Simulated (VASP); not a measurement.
A run of VASP 6.6.1 is set up as follows.

The input INCAR:

```
  PREC = Accurate
  ENCUT = 520
  EDIFF = 1E-6
  ISMEAR = 0
  SIGMA = 0.2
  LREAL = False
  LASPH = True
  NELM = 100
  ALGO = Normal
  ISIF = 2
  LWAVE = False
  LCHARG = False
  GGA = PE
  NBANDS = 40
```

KPOINTS

```
regular mesh
0
Gamma
  3 3 3
```

File POSCAR:

```
Zr2Te3Pd2
1.0
    4.1646209846      2.4044450465      3.7218658362
   -4.1646209846      2.4044450465      3.7218658362
    0.0000000000     -4.8088900930      3.7218658362
Zr Te Pd
2 3 2
Direct
    0.2775370858      0.2775370858      0.2775370858
    0.7224629142      0.7224629142      0.7224629142
    0.0000000000      0.0000000000      0.5000000000
    0.5000000000      0.0000000000      0.0000000000
    0.0000000000      0.5000000000      0.0000000000
    0.5000000000      0.5000000000      0.5000000000
    0.0000000000      0.0000000000      0.0000000000
```

Potentials or basis: VASP PAW PBE potentials, release 64 (Zr_sv, Te, Pd).

Command:

```sh
$ cat potpaw_PBE.64/Zr_sv/POTCAR potpaw_PBE.64/Te/POTCAR potpaw_PBE.64/Pd/POTCAR > POTCAR
$ mpirun -np 1 vasp_std > vasp.out
```

Q: Estimate the band gap on the k mesh.

A: Zero (band 31 reaches 5.03 eV, above the bottom of band 32 at 4.92 eV).

Q: What does it give for the largest force?

A: 0.066 eV/Å.

Stress tensor (GPa, compression positive):
```
0.53 0.00 0.00
0.00 0.53 0.00
0.00 0.00 0.10
```

Caveat: spin-orbit coupling is left out, which moves the levels of the heavy elements.
